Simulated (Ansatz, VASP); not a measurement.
One calculation of LiCl, two programs

```
Li Cl
1.0
     0.00000    2.43652    2.56476
     2.43652    0.00000    2.56476
     2.43652    2.43652    0.00000
Li Cl
1 1
Direct
  0.00000 0.00000 0.00000
  0.50000 0.50000 0.50000
```

Change from the starting cell: strain -0.050 along x and y, +0.000 along z, atoms carried along.

Alike in both runs: task single point; functional r2SCAN; k mesh 8 × 8 × 8; occupations gaussian, width 0.05 eV; no spin polarisation.

```csv
,VASP,Ansatz
version,VASP 6.6.1,Ansatz 0.2.0
potentials or method,"VASP PAW PBE potentials, release 64 (Li_sv, Cl), cutoff 520 eV","scalar-relativistic, plane waves, PAW"
valence electrons in the cell,10,10
```

```tsv
	VASP	Ansatz	Ansatz less VASP
gap on the k mesh at the Fermi level (eV)	7.55	7.53	-0.018
least direct gap on the mesh (eV)	7.87	7.82	-0.048
```

VASP's potentials were made for PBE, not for r2SCAN.

Noted on VASP's run: the cutoff is under 1.25 times that of the potentials, so the pressure is a little rough.
